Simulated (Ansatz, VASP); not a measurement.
One calculation of AlBO2, two programs

```
Al B O
1.0
     3.06234    0.00000    0.00000
     0.00000    3.06234    0.00000
     0.00000    0.00000    3.89860
Al B O
1 1 2
Direct
  0.50000 0.50000 0.50000
  0.00000 0.00000 0.00000
  0.00000 0.00000 0.50000
  0.50000 0.50000 0.00000
```

Alike in both runs: functional PBE; k mesh 16 × 16 × 12; occupations gaussian, width 0.1 eV; no spin polarisation.

Ansatz relaxed the structure, and its values are those at the end. VASP's run is a single point on that final structure, the one shown.

|  | VASP | Ansatz |
| --- | --- | --- |
| version | VASP 6.6.1 | Ansatz 0.2.0 |
| potentials or method | VASP PAW PBE potentials, release 64 (Al, B, O), cutoff 520 eV | scalar-relativistic, plane waves, PAW |
| valence electrons in the cell | 18 | 18 |

|  | VASP | Ansatz | Ansatz less VASP |
| --- | --- | --- | --- |
| gap on the k mesh at the Fermi level (eV) | none | none | - |
| pressure (GPa) | -0.1 | 0.0 | +0.10 |

A gap of «none» marks a metal or a gap that the smearing closes. The functional is the same, so the differences come from potentials, cutoffs and numerics.
